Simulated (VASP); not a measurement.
# CaMg (P4/mmm) in VASP: further runs

CaMg is run at these levels: LDA; tasks: single point.

All numbers are computed with VASP 6.6.1; they aren't measurements. Logs are shortened: lines on timing, memory, paths and dates and some standing lists are left out, and cuts for length are marked.

## 1. The cell of the first run

It takes space group P4/mmm (No. 123, tetragonal). Conventional cell: a = 4.112 Å, b = 4.112 Å, c = 3.578 Å, α = 90.00°, β = 90.00°, γ = 90.00°. Ca (site symmetry 4/mmm) has 8 Mg at 3.41 Å and 6 Ca at 3.58 to 4.11 Å within 4.5 Å. Mg (site symmetry 4/mmm) has 8 Ca at 3.41 Å and 6 Mg at 3.58 to 4.11 Å within 4.5 Å.

## 2. Single point, LDA (volume 30.249 Å^3 an atom, c/a of the conventional cell 0.8702)

INCAR

```
ALGO = Fast
EDIFF = 1E-6
ENCUT = 520
GGA = CA
ISIF = 2
ISMEAR = 0
LASPH = True
LCHARG = False
LREAL = False
LWAVE = False
NBANDS = 13
NELM = 60
PREC = Accurate
SIGMA = 0.15
```

KPOINTS

```
k-points
0
Gamma
  14 14 14
```

POSCAR

```
CaMg
1.0
    4.1118820296      0.0000000000      0.0000000000
    0.0000000000      4.1118820296      0.0000000000
    0.0000000000      0.0000000000      3.5781597422
Ca Mg
1 1
Direct
    0.0000000000      0.0000000000      0.0000000000
    0.5000000000      0.5000000000      0.5000000000
```

Potentials or basis: VASP PAW LDA potentials, release 64 (Ca_sv, Mg).

Command:

```
$ cat potpaw_LDA.64/Ca_sv/POTCAR potpaw_LDA.64/Mg/POTCAR > POTCAR
$ mpirun -np 1 vasp_std > vasp.out
```

OUTCAR:

```text
EDIFF = 1E-6
   ENCUT = 520
   GGA = CA
   ISIF = 2
   ISMEAR = 0
   LASPH = True
   LREAL = False
   NELM = 60
   PREC = Accurate

 ion  position               nearest neighbor table
   1  0.000  0.000  0.000-   2 3.41   2 3.41   2 3.41   2 3.41   2 3.41   2 3.41   2 3.41   2 3.41

   2  0.500  0.500  0.500-   1 3.41   1 3.41   1 3.41   1 3.41   1 3.41   1 3.41   1 3.41   1 3.41

  LATTYP: Found a simple tetragonal cell.
 ALAT       =     4.1118820296
 C/A-ratio  =     0.8702000000

  Lattice vectors:

 A1 = (   4.1118820296,   0.0000000000,   0.0000000000)
 A2 = (   0.0000000000,   4.1118820296,   0.0000000000)
 A3 = (   0.0000000000,   0.0000000000,   3.5781597422)

Analysis of symmetry for initial positions (statically):
=====================================================================
 Subroutine PRICEL returns:
 Original cell was already a primitive cell.

 Routine SETGRP: Setting up the symmetry group for a
 simple tetragonal supercell.

 Subroutine GETGRP returns: Found 16 space group operations
 (whereof 16 operations were pure point group operations)
 out of a pool of 16 trial point group operations.

The static configuration has the point symmetry D_4h.

Analysis of symmetry for dynamics (positions and initial velocities):
=====================================================================
 Subroutine PRICEL returns:
 Original cell was already a primitive cell.

 Routine SETGRP: Setting up the symmetry group for a
 simple tetragonal supercell.

 Subroutine GETGRP returns: Found 16 space group operations
 (whereof 16 operations were pure point group operations)
 out of a pool of 16 trial point group operations.

The dynamic configuration has the point symmetry D_4h.

 Subroutine INISYM returns: Found 16 space group operations
 (whereof 16 operations are pure point group operations),
 and found     1 'primitive' translations

----------------------------------------------------------------------------------------

                                     Primitive cell

  volume of cell :      60.4980

  direct lattice vectors                    reciprocal lattice vectors
     4.111882030  0.000000000  0.000000000     0.243197639  0.000000000  0.000000000
     0.000000000  4.111882030  0.000000000     0.000000000  0.243197639  0.000000000
     0.000000000  0.000000000  3.578159742     0.000000000  0.000000000  0.279473269

  length of vectors
     4.111882030  4.111882030  3.578159742     0.243197639  0.243197639  0.279473269

  position of ions in fractional coordinates (direct lattice)
[... 92 lines left out ...]
   EMIN   =  10.00;   EMAX   =-10.00  energy-range for DOS
   EFERMI =   0.00;   METHOD = LEGACY
   ISMEAR =     0;   SIGMA  =   0.15  broadening in eV -4-tet -1-fermi 0-gaus
   EFERMI_NEDOS =   21; number of points for ismear=-14 and -15
   IALGO  =     68    algorithm
   IMIX   =      4    mixing-type and parameters
     AMIX     =   0.40;   BMIX     =  1.00
     AMIX_MAG =   1.60;   BMIX_MAG =  1.00
  volume/ion in A,a.u.               =      30.25       204.13
  Fermi-wavevector in a.u.,A,eV,Ry     =   0.954747  1.804210 12.402276  0.911542
  Thomas-Fermi vector in A             =   2.083522
   LORBIT       =      0    0 simple, 1 ext, 2 COOP (PROOUT), +10 PAW based schemes
   GGA     = CA    functional components
   LHFCALC =     F    Hartree Fock is set to
   AEXX    =    0.0000 exact exchange contribution
   IVDW    =     0    specifies the selected vdW correction
   LEPSILON=     F    determine dielectric tensor
   LRPA    =     F    only Hartree local field effects (RPA)
 non-spin polarized calculation
 RMM-DIIS sequential band-by-band and
 Gauss-broadening in eV      SIGMA  =   0.15
  energy-cutoff  :      520.00
  volume of cell :       60.50
 maximum number of plane-waves:      1661
 NGX is ok and might be reduce to    32
   NGX = 15   NGY = 15   NGZ = 13

 number of electron      12.0000002 magnetization

 Free energy of the ion-electron system (eV)
  ---------------------------------------------------
  ext. energy  EPLUGINS =         0.00000000
  ---------------------------------------------------
  free energy    TOTEN  =        -4.23886724 eV

  energy without entropy =       -4.21985014  energy(sigma->0) =       -4.22935869

 E-fermi :   2.1354     XC(G=0):  -8.4850

 val. band max:        2.1333389298   @ k =   0.5000   0.1429   0.5000
 cond. band min:       2.1434165466   @ k =   0.5000   0.3571   0.3571
 fundamental gap:      0.0100776169
 Fermi energy:         2.1353674453

 k-point     1 :       0.0000    0.0000    0.0000
  band No.  band energies     occupation
      1     -38.8651      2.00000
      2     -20.1443      2.00000
      3     -20.1443      2.00000
      4     -20.1100      2.00000
      5      -3.0717      2.00000
      6       2.9385      0.00000
      7       3.0837      0.00000
      8       5.4347      0.00000
      9       5.4347      0.00000
     10       5.5496      0.00000
     11       6.1446      0.00000
     12       6.1446      0.00000
     13       8.1540      0.00000
[... 354 lines left out ...]
  band No.  band energies     occupation
      1     -38.8619      2.00000
      2     -20.1844      2.00000
      3     -20.1603      2.00000
      4     -20.1058      2.00000
      5      -1.5099      2.00000
      6       0.9163      2.00000
      7       2.6255      0.00000
      8       3.7302      0.00000
      9       5.4642      0.00000
     10       5.9083      0.00000
     11       6.1891      0.00000
     12       6.8222      0.00000
     13       8.3570      0.00000

 [... further k-points ...]

------------------------ aborting loop because EDIFF is reached ----------------------------------------

  FORCE on cell =-STRESS in cart. coord.  units (eV):
  Direction    XX          YY          ZZ          XY          YZ          ZX
  --------------------------------------------------------------------------------------
  -------------------------------------------------------------------------------------
  Total       -0.8588316     -0.8588316      0.0669526      0.0000000      0.0000000      0.0000000
  in kB      -22.7445615    -22.7445615      1.7731154      0.0000000      0.0000000      0.0000000
  external PRESSURE =     -14.5720026 kB  Pullay stress =       0.0000000 kB

 VOLUME and BASIS-vectors are now :
 -----------------------------------------------------------------------------
  energy-cutoff  :      520.00
  volume of cell :       60.50
      direct lattice vectors                 reciprocal lattice vectors
     4.111882030  0.000000000  0.000000000     0.243197639  0.000000000  0.000000000
     0.000000000  4.111882030  0.000000000     0.000000000  0.243197639  0.000000000
     0.000000000  0.000000000  3.578159742     0.000000000  0.000000000  0.279473269

 POSITION                                       TOTAL-FORCE (eV/Angst)
 -----------------------------------------------------------------------------------
      0.00000      0.00000      0.00000         0.000000      0.000000      0.000000
      2.05594      2.05594      1.78908         0.000000      0.000000      0.000000
 -----------------------------------------------------------------------------------
    total drift:                               -0.000000      0.000000      0.000000

  FREE ENERGIE OF THE ION-ELECTRON SYSTEM (eV)
  ---------------------------------------------------
  free  energy   TOTEN  =        -4.2388672419 eV

  energy  without entropy=       -4.2198501393  energy(sigma->0) =       -4.22935869
```

stdout:

```text
POSCAR found type information on POSCAR CaMg
 POSCAR found :  2 types and       2 ions
 scaLAPACK will be used
 LDA part: xc-table for (Slater(with rela. corr.)+CA(PZ))
 , standard interpolation
 POSCAR, INCAR and KPOINTS ok, starting setup
 FFT: planning ... GRIDC
 FFT: planning ... GRID_SOFT
 FFT: planning ... GRID
 WAVECAR not read
 entering main loop
WARNING in EDDRMM: call to ZHEGV failed, returncode =   8  4     12
WARNING in EDDRMM: call to ZHEGV failed, returncode =   6  3     11
WARNING in EDDRMM: call to ZHEGV failed, returncode =   6  3      8
WARNING in EDDRMM: call to ZHEGV failed, returncode =   6  3      6
```

It took 2.6 min on 1 thread of Intel Xeon 6975P-C, shared host; peak memory 0.36 GiB.

What came out:

| Quantity | Value |
| --- | --- |
| Free energy | -4.2389 eV |
| Pressure | -1.5 GPa |
| Band gap on the k mesh | zero (band 6 reaches 3.06 eV, above the bottom of band 7 at 1.55 eV) |

## 3. Single point, LDA (volume 30.249 Å^3 an atom, c/a of the conventional cell 1.3207)

INCAR

```
SYSTEM = CaMg
PREC = Accurate
ENCUT = 520
EDIFF = 1E-7
ISMEAR = 0
SIGMA = 0.15
LREAL = .False.
LASPH = .True.
NELM = 100
ALGO = Fast
ISIF = 2
LWAVE = .False.
LCHARG = .False.
NBANDS = 13
```

KPOINTS

```
regular mesh
0
Gamma
  14 14 14
  0 0 0
```

POSCAR

```
CaMg
1.0
    3.5780434757      0.0000000000      0.0000000000
    0.0000000000      3.5780434757      0.0000000000
    0.0000000000      0.0000000000      4.7255220184
Ca Mg
1 1
Direct
    0.0000000000      0.0000000000      0.0000000000
    0.5000000000      0.5000000000      0.5000000000
```

Potentials or basis: VASP PAW LDA potentials, release 64 (Ca_sv, Mg).

Command:

```
$ cat potpaw_LDA.64/Ca_sv/POTCAR potpaw_LDA.64/Mg/POTCAR > POTCAR
$ mpirun -np 1 vasp_std > vasp.out
```

OUTCAR:

```text
SYSTEM = CaMg
   PREC = Accurate
   ENCUT = 520
   EDIFF = 1E-7
   ISMEAR = 0
   LREAL = .False.
   LASPH = .True.
   NELM = 100
   ISIF = 2

 ion  position               nearest neighbor table
   1  0.000  0.000  0.000-
   2  0.500  0.500  0.500-

  LATTYP: Found a simple tetragonal cell.
 ALAT       =     3.5780434757
 C/A-ratio  =     1.3207000000

  Lattice vectors:

 A1 = (   3.5780434757,   0.0000000000,   0.0000000000)
 A2 = (   0.0000000000,   3.5780434757,   0.0000000000)
 A3 = (   0.0000000000,   0.0000000000,   4.7255220184)

Analysis of symmetry for initial positions (statically):
=====================================================================
 Subroutine PRICEL returns:
 Original cell was already a primitive cell.

 Routine SETGRP: Setting up the symmetry group for a
 simple tetragonal supercell.

 Subroutine GETGRP returns: Found 16 space group operations
 (whereof 16 operations were pure point group operations)
 out of a pool of 16 trial point group operations.

The static configuration has the point symmetry D_4h.

Analysis of symmetry for dynamics (positions and initial velocities):
=====================================================================
 Subroutine PRICEL returns:
 Original cell was already a primitive cell.

 Routine SETGRP: Setting up the symmetry group for a
 simple tetragonal supercell.

 Subroutine GETGRP returns: Found 16 space group operations
 (whereof 16 operations were pure point group operations)
 out of a pool of 16 trial point group operations.

The dynamic configuration has the point symmetry D_4h.

 Subroutine INISYM returns: Found 16 space group operations
 (whereof 16 operations are pure point group operations),
 and found     1 'primitive' translations

----------------------------------------------------------------------------------------

                                     Primitive cell

  volume of cell :      60.4980
[... 112 lines left out ...]
  Thomas-Fermi vector in A             =   2.083522
   LORBIT       =      0    0 simple, 1 ext, 2 COOP (PROOUT), +10 PAW based schemes
   GGA     = CA    functional components
   LHFCALC =     F    Hartree Fock is set to
   AEXX    =    0.0000 exact exchange contribution
   IVDW    =     0    specifies the selected vdW correction
   LEPSILON=     F    determine dielectric tensor
   LRPA    =     F    only Hartree local field effects (RPA)
 non-spin polarized calculation
 RMM-DIIS sequential band-by-band and
 Gauss-broadening in eV      SIGMA  =   0.15
  energy-cutoff  :      520.00
  volume of cell :       60.50
 maximum number of plane-waves:      1658
 NGX is ok and might be reduce to    28
   NGX = 13   NGY = 13   NGZ = 17

 number of electron      12.0000001 magnetization

 Free energy of the ion-electron system (eV)
  ---------------------------------------------------
  ext. energy  EPLUGINS =         0.00000000
  ---------------------------------------------------
  free energy    TOTEN  =        -4.21224038 eV

  energy without entropy =       -4.19123304  energy(sigma->0) =       -4.20173671

 E-fermi :   2.1575     XC(G=0):  -8.4859

 val. band max:        2.1572409328   @ k =   0.4286   0.3571   0.4286
 cond. band min:       2.1591640644   @ k =   0.2143   0.1429   0.1429
 fundamental gap:      0.0019231316
 Fermi energy:         2.1575149997

 k-point     1 :       0.0000    0.0000    0.0000
  band No.  band energies     occupation
      1     -38.8757      2.00000
      2     -20.1834      2.00000
      3     -20.0976      2.00000
      4     -20.0976      2.00000
      5      -3.0795      2.00000
      6       2.3841      0.03266
      7       3.3005      0.00000
      8       3.4465      0.00000
      9       5.8380      0.00000
     10       5.8380      0.00000
     11       6.5757      0.00000
     12       8.1320      0.00000
     13       8.1919      0.00000
[... 354 lines left out ...]
  band No.  band energies     occupation
      1     -38.8566      2.00000
      2     -20.2456      2.00000
      3     -20.1579      2.00000
      4     -20.1569      2.00000
      5      -1.0068      2.00000
      6       1.9108      1.98000
      7       3.2899      0.00000
      8       3.5292      0.00000
      9       4.7304      0.00000
     10       4.8499      0.00000
     11       6.4740      0.00000
     12       7.2427      0.00000
     13       8.0709      0.00000

 [... further k-points ...]
[... 5 lines left out ...]
  --------------------------------------------------------------------------------------
  -------------------------------------------------------------------------------------
  Total       -0.3413399     -0.3413399     -0.9232431      0.0000000     -0.0000000      0.0000000
  in kB       -9.0397550     -9.0397550    -24.4503821      0.0000000     -0.0000000      0.0000000
  external PRESSURE =     -14.1766307 kB  Pullay stress =       0.0000000 kB

 VOLUME and BASIS-vectors are now :
 -----------------------------------------------------------------------------
  energy-cutoff  :      520.00
  volume of cell :       60.50
      direct lattice vectors                 reciprocal lattice vectors
     3.578043476  0.000000000  0.000000000     0.279482350  0.000000000  0.000000000
     0.000000000  3.578043476  0.000000000     0.000000000  0.279482350  0.000000000
     0.000000000  0.000000000  4.725522018     0.000000000  0.000000000  0.211616832

 POSITION                                       TOTAL-FORCE (eV/Angst)
 -----------------------------------------------------------------------------------
      0.00000      0.00000      0.00000         0.000000      0.000000      0.000000
      1.78902      1.78902      2.36276         0.000000      0.000000      0.000000
 -----------------------------------------------------------------------------------
    total drift:                               -0.000000     -0.000000     -0.000000

  FREE ENERGIE OF THE ION-ELECTRON SYSTEM (eV)
  ---------------------------------------------------
  free  energy   TOTEN  =        -4.2122403756 eV

  energy  without entropy=       -4.1912330378  energy(sigma->0) =       -4.20173671
```

OSZICAR:

```text
N       E                     dE             d eps       ncg     rms          rms(c)
DAV:   1     0.683889150436E+02    0.68389E+02   -0.54297E+03  7488   0.801E+02
DAV:   2    -0.231238077655E+01   -0.70701E+02   -0.69571E+02  8608   0.198E+02
DAV:   3    -0.422442271244E+01   -0.19120E+01   -0.18863E+01 11828   0.298E+01
DAV:   4    -0.430039048120E+01   -0.75968E-01   -0.75801E-01  9153   0.504E+00
DAV:   5    -0.430216444544E+01   -0.17740E-02   -0.17736E-02 11303   0.652E-01    0.259E+00
RMM:   6    -0.422490375995E+01    0.77261E-01   -0.68663E-02  8364   0.167E+00    0.167E+00
RMM:   7    -0.421352528655E+01    0.11378E-01   -0.57965E-02  9290   0.171E+00    0.510E-01
RMM:   8    -0.421205265941E+01    0.14726E-02   -0.11490E-02  9160   0.123E+00    0.452E-02
RMM:   9    -0.421219694241E+01   -0.14428E-03   -0.25709E-03 11170   0.552E-01    0.269E-02
RMM:  10    -0.421222448164E+01   -0.27539E-04   -0.54943E-04 11268   0.214E-01    0.134E-02
RMM:  11    -0.421223313945E+01   -0.86578E-05   -0.14642E-04 11473   0.103E-01    0.772E-03
RMM:  12    -0.421223796627E+01   -0.48268E-05   -0.48276E-05 11977   0.582E-02    0.747E-03
RMM:  13    -0.421223917613E+01   -0.12099E-05   -0.15485E-05 12310   0.262E-02    0.367E-04
RMM:  14    -0.421223983421E+01   -0.65808E-06   -0.58624E-06 12206   0.127E-02    0.297E-04
RMM:  15    -0.421224013702E+01   -0.30281E-06   -0.26730E-06 10532   0.579E-03    0.310E-04
RMM:  16    -0.421224029178E+01   -0.15476E-06   -0.13662E-06  9372   0.381E-03    0.333E-04
RMM:  17    -0.421224037562E+01   -0.83839E-07   -0.75232E-07  8446   0.282E-03
   1 F= -.42122404E+01 E0= -.42017367E+01  d E =-.210073E-01
```

stdout:

```text
POSCAR found type information on POSCAR CaMg
 POSCAR found :  2 types and       2 ions
 scaLAPACK will be used
 LDA part: xc-table for (Slater(with rela. corr.)+CA(PZ))
 , standard interpolation
 POSCAR, INCAR and KPOINTS ok, starting setup
 FFT: planning ... GRIDC
 FFT: planning ... GRID_SOFT
 FFT: planning ... GRID
 WAVECAR not read
 entering main loop
WARNING in EDDRMM: call to ZHEGV failed, returncode =   8  4      6
WARNING in EDDRMM: call to ZHEGV failed, returncode =   8  4     13
WARNING in EDDRMM: call to ZHEGV failed, returncode =   6  3     11
WARNING in EDDRMM: call to ZHEGV failed, returncode =   6  3      5
WARNING in EDDRMM: call to ZHEGV failed, returncode =   8  4     13
WARNING in EDDRMM: call to ZHEGV failed, returncode =   6  3      6
WARNING in EDDRMM: call to ZHEGV failed, returncode =   6  3      8
WARNING in EDDRMM: call to ZHEGV failed, returncode =   8  4     12
WARNING in EDDRMM: call to ZHEGV failed, returncode =   6  3      7
WARNING in EDDRMM: call to ZHEGV failed, returncode =   6  3     10
WARNING in EDDRMM: call to ZHEGV failed, returncode =   6  3      9
WARNING in EDDRMM: call to ZHEGV failed, returncode =   6  3      7
 num prob  num prob RMM:  17    -0.421224037562E+01   -0.83839E-07   -0.75232E-07  8446   0.282E-03
```

It took 3.8 min on 1 thread of Intel Xeon 6975P-C, shared host; peak memory 0.36 GiB.

What came out:

- Free energy: -4.2122 eV
- Pressure: -1.4 GPa
- Band gap on the k mesh: zero (band 6 reaches 2.95 eV, above the bottom of band 7 at 1.73 eV)

Levels at points of the mesh, in eV from the Fermi level:
```
           k point  band 3  band 4  band 5  band 6  band 7  band 8  band 9  band 10
(0.00, 0.00, 0.00)  -22.26  -22.26   -5.24    0.23    1.14    1.29    3.68     3.68
(0.50, 0.00, 0.00)  -22.32  -22.24   -2.43   -2.14    0.74    1.61    3.01     3.99
(0.50, 0.50, 0.00)  -22.42  -22.30   -1.20    0.48    0.48    0.96    1.87     1.87
(0.00, 0.00, 0.50)  -22.25  -22.25   -3.82   -3.02    1.37    2.92    3.10     3.10
(0.50, 0.00, 0.50)  -22.33  -22.24   -2.13   -0.70   -0.25    0.02    3.13     3.30
(0.50, 0.50, 0.50)  -22.42  -22.31   -0.40   -0.13   -0.13    1.69    2.88     3.07
```

[end of part 1 of 2]
